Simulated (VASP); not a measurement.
A run of VASP 6.6.1 is set up as follows.

The input INCAR:

```
SYSTEM = Si32Au
ALGO     = Normal         ! electronic algorithm
EDIFF    = 1E-6           ! SCF threshold, eV
ENCUT    = 520            ! plane-wave cutoff, eV
GGA      = PE             ! functional
ISIF     = 2              ! what is computed and relaxed
ISMEAR   = 0              ! smearing method
LASPH    = .TRUE.         ! aspherical terms in the spheres
LCHARG   = .FALSE.        ! write CHGCAR
LREAL    = Auto         
LWAVE    = .FALSE.        ! write WAVECAR
NBANDS   = 92             ! bands
NELECT   = 138.0        
NELM     = 60             ! most SCF steps
PREC     = Accurate       ! precision mode
SIGMA    = 0.02           ! smearing width, eV
```

KPOINTS

```
Automatic mesh
0
Gamma
  2 2 2
  0.5 0.5 0.5
```

The input POSCAR:

```
Si32Au
1.0
   -5.4700937642      5.4700937642     -5.4700937642
    5.4700937642     -5.4700937642     -5.4700937642
   -5.4700937642     -5.4700937642      5.4700937642
Si Au
32 1
Direct
    0.5016287871     -0.0000223945      0.2520194460
    0.2519656078     -0.0000256851      0.5016509987
    0.0001083162     -0.0001080420      0.7347659242
    0.7480451298      0.7480119494      0.2497104362
    0.7344363137     -0.0001265061      0.0001050256
    0.4982641281      0.7500889705      0.4982641281
    0.2496293590      0.7479609448      0.7479900119
   -0.0000031078      0.5017158971      0.2517152465
    0.0000962506      0.7362821688      0.0000696515
    0.7501112736      0.4982654992      0.4983000507
    0.4982946577      0.4982670531      0.7501132845
    0.2644461068      0.2642675907      0.2644193249
    0.2517146066      0.5017224783      0.0000039305
    0.0000170015      0.2519890078      0.5016999010
    0.7482914693      0.2500202115      0.7482953084
    0.5016749471      0.2520439428      0.0000124312
    0.7500030487      0.2500056780      0.5000553223
    0.5000468215      0.2500070490      0.7499902519
    0.2547065115      0.2547524887     -0.0002441457
   -0.0000117000      0.0000196523      0.4885913506
   -0.0003471604      0.2547204966      0.2546967310
    0.7449661150     -0.0000032906      0.7450854913
    0.4883418119      0.0000223031     -0.0000083180
    0.2499723147      0.7499305637      0.4999560552
    0.2547740606      0.0001464326      0.2547919762
   -0.0000478968      0.7453526714      0.7449824767
    0.7449111799      0.7453696729     -0.0000266906
    0.5107396912      0.5107661076      0.5107480092
    0.4999688521      0.7499358652      0.2499796272
    0.2500392240      0.4999935317      0.7500539619
   -0.0000133453      0.4896997411     -0.0000039305
    0.7500587151      0.5000032208      0.2500469021
   -0.0015178899      0.0008665299     -0.0011374577
```

Potentials or basis: VASP PAW PBE potentials, release 64 (Si, Au).

Launch:

```bash
$ cat potpaw_PBE.64/Si/POTCAR potpaw_PBE.64/Au/POTCAR > POTCAR
$ mpirun -np 1 vasp_std > vasp.out
```

Question: Estimate the largest force.

Answer: 0.009 eV/Å.

Forces on the atoms (eV/Å):
```
Si   0.002  0.000  0.000
Si   0.003  0.000  0.000
Si   0.004  0.001 -0.002
Si   0.002  0.000 -0.002
Si   0.003 -0.001 -0.002
Si  -0.002 -0.001 -0.001
Si   0.001 -0.001  0.000
Si  -0.001  0.002  0.001
Si  -0.004  0.005  0.006
Si   0.000 -0.003 -0.001
Si   0.000 -0.001 -0.003
Si  -0.002 -0.006 -0.005
Si  -0.001  0.001  0.002
Si   0.002  0.001  0.000
Si  -0.001  0.001  0.001
Si   0.002  0.000  0.001
Si   0.001  0.001  0.000
Si   0.001  0.000  0.001
Si   0.000 -0.003  0.007
Si   0.000 -0.002  0.002
Si  -0.001  0.006 -0.003
Si  -0.008  0.001 -0.001
Si  -0.001  0.002 -0.001
Si   0.001 -0.001 -0.001
Si   0.004  0.001  0.002
Si   0.000 -0.006  0.003
Si  -0.002  0.003 -0.006
Si   0.001 -0.001 -0.001
Si   0.001  0.000  0.000
Si   0.000  0.000  0.000
Si   0.003 -0.001 -0.001
Si   0.000  0.000  0.000
Au  -0.008  0.002  0.002
```

Caveat: the cell carries a net charge on a neutralising background, which shifts energy and pressure.
